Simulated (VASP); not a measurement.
Input of a VASP 6.6.1 run:

Contents of INCAR:

```
SYSTEM = SrLiH3
PREC     = Accurate       ! precision mode
ENCUT    = 520            ! plane-wave cutoff, eV
EDIFF    = 1E-7           ! SCF threshold, eV
ISMEAR   = 0              ! smearing method
SIGMA    = 0.01           ! smearing width, eV
LREAL    = .False.        ! projectors in reciprocal space
LASPH    = .True.         ! aspherical terms in the spheres
NELM     = 60             ! most SCF steps
ALGO     = Normal         ! electronic algorithm
ISIF     = 2              ! what is computed and relaxed
LWAVE    = .False.        ! write WAVECAR
LCHARG   = .False.        ! write CHGCAR
NBANDS   = 16             ! bands
```

File KPOINTS:

```
Automatic mesh
0
Gamma
  3 3 3
  0 0 0
```

POSCAR

```
SrLiH3
1.0
    4.6307910000      0.0000000000      0.0000000000
    0.0000000000      4.6307910000      0.0000000000
    0.0000000000      0.0000000000      4.6307910000
Li Sr H
1 1 3
Direct
    0.0000000000      0.0000000000      0.0000000000
    0.5000000000      0.5000000000      0.5000000000
    0.0000000000      0.5000000000      0.5000000000
    0.5000000000      0.0000000000      0.5000000000
    0.5000000000      0.5000000000      0.0000000000
```

Potentials or basis: VASP PAW LDA potentials, release 64 (Li_sv, Sr_sv, H).

Command:

```sh
$ cat potpaw_LDA.64/Li_sv/POTCAR potpaw_LDA.64/Sr_sv/POTCAR potpaw_LDA.64/H/POTCAR > POTCAR
$ mpirun -np 1 vasp_std > vasp.out
```

(1) Predict the band gap on the k mesh.

Results:

(1) 2.66 eV, indirect (least direct gap 2.83 eV).

Caveat: the k points lie up to 0.45 Å⁻¹ apart.
